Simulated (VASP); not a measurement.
# Cu (Fm-3m) in VASP: relaxation of cell and atoms with r2SCAN

Aim: the relaxation of cell and atoms of Cu with r2SCAN.

Program: VASP 6.6.1. These are calculated values, not measurements. Logs are shortened: lines on timing, memory, paths and dates and some standing lists are left out, and cuts for length are marked.

**1. The cell of the first run**

Symmetry: Fm-3m, No. 225, cubic system. The conventional cell has a = 3.615 Å, b = 3.615 Å, c = 3.615 Å, α = 90.00°, β = 90.00°, γ = 90.00°. Within 3.4 Å of Cu (site symmetry m-3m) lie 12 Cu at 2.56 Å.

**2. Relaxation of cell and atoms, r2SCAN**

Contents of POSCAR:

```
Cu
1.0
    0.0000000000      1.8075000000      1.8075000000
    1.8075000000      0.0000000000      1.8075000000
    1.8075000000      1.8075000000      0.0000000000
Cu
1
Direct
    0.0000000000      0.0000000000      0.0000000000
```

Contents of INCAR.step1:

```
PREC = Accurate
ENCUT = 600
ISMEAR = 0
SIGMA = 0.1
LREAL = False
LASPH = True
NELM = 100
GGA = PE
ALGO = Normal
EDIFF = 1E-4
LWAVE = True
LCHARG = False
```

Contents of INCAR.step2:

```
PREC = Accurate
ENCUT = 600
EDIFF = 1E-6
ISMEAR = 0
SIGMA = 0.1
LREAL = False
LASPH = True
NELM = 100
ALGO = Normal
ISIF = 3
LWAVE = False
LCHARG = False
METAGGA = R2SCAN
LMIXTAU = True
IBRION = 2
NSW = 100
EDIFFG = -0.005
ISTART = 1
```

Contents of KPOINTS:

```
regular mesh
0
Gamma
  20 20 20
```

Potentials or basis: VASP PAW PBE potentials, release 64 (Cu).

On the command line:

```
cat potpaw_PBE.64/Cu/POTCAR > POTCAR
cp INCAR.step1 INCAR
mpirun -np 1 vasp_std > vasp.out
cp INCAR.step2 INCAR
mpirun -np 1 vasp_std > vasp.out
```

OUTCAR:

```text
PREC = Accurate
   ENCUT = 600
   EDIFF = 1E-6
   ISMEAR = 0
   LREAL = False
   LASPH = True
   NELM = 100
   ISIF = 3
   METAGGA = R2SCAN
   IBRION = 2
   NSW = 100
   EDIFFG = -0.005
   ISTART = 1

 ion  position               nearest neighbor table
   1  0.000  0.000  0.000-

  LATTYP: Found a face centered cubic cell.
 ALAT       =     3.6150000000

  Lattice vectors:

 A1 = (   0.0000000000,   1.8075000000,   1.8075000000)
 A2 = (   1.8075000000,   0.0000000000,   1.8075000000)
 A3 = (   1.8075000000,   1.8075000000,   0.0000000000)

Analysis of symmetry for initial positions (statically):
=====================================================================
 Subroutine PRICEL returns:
 Original cell was already a primitive cell.

 Routine SETGRP: Setting up the symmetry group for a
 face centered cubic supercell.

 Subroutine GETGRP returns: Found 48 space group operations
 (whereof 48 operations were pure point group operations)
 out of a pool of 48 trial point group operations.

The static configuration has the point symmetry O_h .

Analysis of symmetry for dynamics (positions and initial velocities):
=====================================================================
 Subroutine PRICEL returns:
 Original cell was already a primitive cell.

 Routine SETGRP: Setting up the symmetry group for a
 face centered cubic supercell.

 Subroutine GETGRP returns: Found 48 space group operations
 (whereof 48 operations were pure point group operations)
 out of a pool of 48 trial point group operations.

The dynamic configuration has the point symmetry O_h .

 Subroutine INISYM returns: Found 48 space group operations
 (whereof 48 operations are pure point group operations),
 and found     1 'primitive' translations

----------------------------------------------------------------------------------------

                                     Primitive cell

  volume of cell :      11.8104

  direct lattice vectors                    reciprocal lattice vectors
     0.000000000  1.807500000  1.807500000    -0.276625173  0.276625173  0.276625173
     1.807500000  0.000000000  1.807500000     0.276625173 -0.276625173  0.276625173
     1.807500000  1.807500000  0.000000000     0.276625173  0.276625173 -0.276625173

  length of vectors
     2.556191014  2.556191014  2.556191014     0.479128854  0.479128854  0.479128854

  position of ions in fractional coordinates (direct lattice)
     0.000000000  0.000000000  0.000000000

  ion indices of the primitive-cell ions
   primitive index   ion index
                 1           1

----------------------------------------------------------------------------------------

 KPOINTS: regular mesh

Automatic generation of k-mesh.
 Grid dimensions read from file:
 generate k-points for:   20   20   20

 Generating k-lattice:

  Cartesian coordinates                     Fractional coordinates (reciprocal lattice)
    -0.013831259  0.013831259  0.013831259     0.050000000  0.000000000  0.000000000
     0.013831259 -0.013831259  0.013831259     0.000000000  0.050000000  0.000000000
     0.013831259  0.013831259 -0.013831259     0.000000000  0.000000000  0.050000000

  Length of vectors
     0.023956443  0.023956443  0.023956443

  Shift w.r.t. Gamma in fractional coordinates (k-lattice)
     0.000000000  0.000000000  0.000000000

 Subroutine IBZKPT returns following result:
 ===========================================

 Found    256 irreducible k-points:

 Following reciprocal coordinates:
            Coordinates               Weight
  0.000000  0.000000  0.000000      1.000000
  0.050000  0.000000  0.000000      8.000000
  0.100000  0.000000  0.000000      8.000000
  0.150000  0.000000  0.000000      8.000000
  0.200000  0.000000  0.000000      8.000000
  0.250000  0.000000  0.000000      8.000000
[... 16 lines left out ...]
 -0.400000  0.050000  0.000000     24.000000
 -0.350000  0.050000  0.000000     24.000000
 [... further k-points ...]
   k-points           NKPTS =    256   k-points in BZ     NKDIM =    256   number of bands    NBANDS=      9
   number of dos      NEDOS =    301   number of ions     NIONS =      1
   total plane-waves  NPLWV =   8000
   dimension x,y,z NGX =    20 NGY =   20 NGZ =   20
   dimension x,y,z NGXF=    40 NGYF=   40 NGZF=   40
   ions per type =               1
   NGX,Y,Z   is equivalent  to a cutoff of  13.01, 13.01, 13.01 a.u.
   NGXF,Y,Z  is equivalent  to a cutoff of  26.01, 26.01, 26.01 a.u.
 SYSTEM =  unknown system
   PREC   = accura    normal or accurate (medium, high low for compatibility)
   ISTART =      1    job   : 0-new  1-cont  2-samecut
   ICHARG =      0    charge: 1-file 2-atom 10-const
   ISPIN  =      1    spin polarized calculation?
   LNONCOLLINEAR =      F non collinear calculations
   LSORBIT =      F    spin-orbit coupling
   LASPH  =      T    aspherical Exc in radial PAW
   ENCUT  =  600.0 eV  44.10 Ry    6.64 a.u.   5.11  5.11  5.11*2*pi/ulx,y,z
   NELM   =    100;   NELMIN=  2; NELMDL=  0     # of ELM steps
   EDIFF  = 0.1E-05   stopping-criterion for ELM
   LREAL  =      F    real-space projection
   EDIFFG = -.5E-02   stopping-criterion for IOM
   NSW    =    100    number of steps for IOM
   IBRION =      2    ionic relax: 0-MD 1-quasi-New 2-CG
   NFREE  =      1    steps in history (QN), initial steepest desc. (CG)
   ISIF   =      3    stress and relaxation
   ISYM   =      2    0-nonsym 1-usesym 2-fastsym
   POTIM  = 0.5000    time-step for ionic-motion
   TEBEG  =    0.0;   TEEND  =   0.0 temperature during run
   PSTRESS=    0.0 pullay stress
   NELECT =      11.0000    total number of electrons
   NUPDOWN=      -1.0000    fix difference up-down
   EMIN   =  10.00;   EMAX   =-10.00  energy-range for DOS
   EFERMI =   0.00;   METHOD = LEGACY
   ISMEAR =     0;   SIGMA  =   0.10  broadening in eV -4-tet -1-fermi 0-gaus
   EFERMI_NEDOS =   21; number of points for ismear=-14 and -15
   IALGO  =     38    algorithm
   IMIX   =      4    mixing-type and parameters
     AMIX     =   0.40;   BMIX     =  1.00
     AMIX_MAG =   1.60;   BMIX_MAG =  1.00
  volume/ion in A,a.u.               =      11.81        79.70
  Fermi-wavevector in a.u.,A,eV,Ry     =   1.598763  3.021224 34.777078  2.556043
  Thomas-Fermi vector in A             =   2.696162
   LORBIT       =      0    0 simple, 1 ext, 2 COOP (PROOUT), +10 PAW based schemes
   METAGGA = R2SCAN    functional components
   LHFCALC =     F    Hartree Fock is set to
   AEXX    =    0.0000 exact exchange contribution
   IVDW    =     0    specifies the selected vdW correction
   LEPSILON=     F    determine dielectric tensor
   LRPA    =     F    only Hartree local field effects (RPA)
 conjugate gradient relaxation of ions
 non-spin polarized calculation
 Gauss-broadening in eV      SIGMA  =   0.10
  energy-cutoff  :      600.00
  volume of cell :       11.81
 maximum number of plane-waves:       411
   NGX = 11   NGY = 11   NGZ = 11

--------------------------------------- Ionic step        1  -------------------------------------------

 number of electron      11.0000001 magnetization

 Free energy of the ion-electron system (eV)
  ---------------------------------------------------
  ext. energy  EPLUGINS =         0.00000000
  ---------------------------------------------------
  free energy    TOTEN  =       -10.82441121 eV

  energy without entropy =      -10.82320225  energy(sigma->0) =      -10.82380673

------------------------ aborting loop because EDIFF is reached ----------------------------------------

  FORCE on cell =-STRESS in cart. coord.  units (eV):
  Direction    XX          YY          ZZ          XY          YZ          ZX
  --------------------------------------------------------------------------------------
  -------------------------------------------------------------------------------------
  Total       -0.3116635     -0.3116635     -0.3116635      0.0000000      0.0000000     -0.0000000
  in kB      -42.2796709    -42.2796709    -42.2796709      0.0000000      0.0000000     -0.0000000
  external PRESSURE =     -42.2796709 kB  Pullay stress =       0.0000000 kB
[... 90 lines left out ...]
  energy  without entropy=      -10.8275234322  energy(sigma->0) =      -10.82811268

--------------------------------------- Ionic step        4  -------------------------------------------

 number of electron      11.0000011 magnetization

 Free energy of the ion-electron system (eV)
  ---------------------------------------------------
  ext. energy  EPLUGINS =         0.00000000
  ---------------------------------------------------
  free energy    TOTEN  =       -10.82870194 eV

  energy without entropy =      -10.82752385  energy(sigma->0) =      -10.82811290

 E-fermi :   7.7175     XC(G=0): -13.9346

 val. band max:        7.7123753929   @ k =   0.5000   0.2500   0.1000
 cond. band min:       7.7642177791   @ k =  -0.4500   0.1000   0.0000
 fundamental gap:      0.0518423861
 Fermi energy:         7.7174833005

 k-point     1 :       0.0000    0.0000    0.0000
  band No.  band energies     occupation
      1      -2.1438      2.00000
      2       4.5239      2.00000
      3       4.5240      2.00000
      4       4.5240      2.00000
      5       5.3767      2.00000
      6       5.3767      2.00000
      7      31.3643      0.00000
      8      34.6228      0.00000
      9      34.6231      0.00000
[... 265 lines left out ...]
 k-point    24 :      -0.3500    0.0500    0.0000
  band No.  band energies     occupation
      1       1.8769      2.00000
      2       4.5394      2.00000
      3       4.5817      2.00000
      4       4.7188      2.00000
      5       5.7213      2.00000
      6       6.0236      2.00000
      7      15.5419      0.00000
      8      28.7102      0.00000
      9      31.1979      0.00000

 [... further k-points ...]
[... 5 lines left out ...]
  --------------------------------------------------------------------------------------
  -------------------------------------------------------------------------------------
  Total        0.0020723      0.0020723      0.0020723     -0.0000000     -0.0000000      0.0000000
  in kB        0.2891557      0.2891557      0.2891557     -0.0000000     -0.0000000      0.0000000
  external PRESSURE =       0.2891557 kB  Pullay stress =       0.0000000 kB
[... 16 lines left out ...]
  FREE ENERGIE OF THE ION-ELECTRON SYSTEM (eV)
  ---------------------------------------------------
  free  energy   TOTEN  =       -10.8287019447 eV

  energy  without entropy=      -10.8275238483  energy(sigma->0) =      -10.82811290

 reached required accuracy - stopping structural energy minimisation
```

Run time: 7.1 min. Hardware: 1 thread of Intel Xeon 8259CL, shared host; peak memory 0.16 GiB.

Results:

* Free energy: -10.8287 eV
* Relaxed volume: 11.48 Å³/atom
* Relaxed cell: a = 2.532 Å, b = 2.532 Å, c = 2.532 Å, α = 60.00°, β = 60.00°, γ = 60.00°
* Space group after relaxing (to 0.1 Å): Fm-3m (No. 225)
* Energy gained by relaxing: 4.3 meV/atom
* Ionic steps: 4
* Pressure after relaxing: 0.0 GPa
* Band gap on the k mesh: zero (an odd number of electrons rules out a gap without spin polarisation)

Step by step:
| step | energy change (eV) | largest force (eV/Å) | pressure (GPa) | volume (Å³) |
| --- | --- | --- | --- | --- |
| 1 | 0.0000 | 0.0000 | -4.23 | 11.81 |
| 2 | -0.0025 | 0.0000 | 2.91 | 11.29 |
| 3 | -0.0043 | 0.0000 | -0.10 | 11.49 |
| 4 | -0.0043 | 0.0000 | 0.03 | 11.48 |

Final structure:
```
CELL_PARAMETERS angstrom
0.00000 1.79062 1.79062
1.79062 0.00000 1.79062
1.79062 1.79062 0.00000
ATOMIC_POSITIONS crystal
Cu 0.00000 0.00000 0.00000
```

Caveat: the PAW data sets were made with another functional, which shifts forces and pressure a little.

The gap in the log of VASP goes by the Fermi energy; the results here count the filled bands.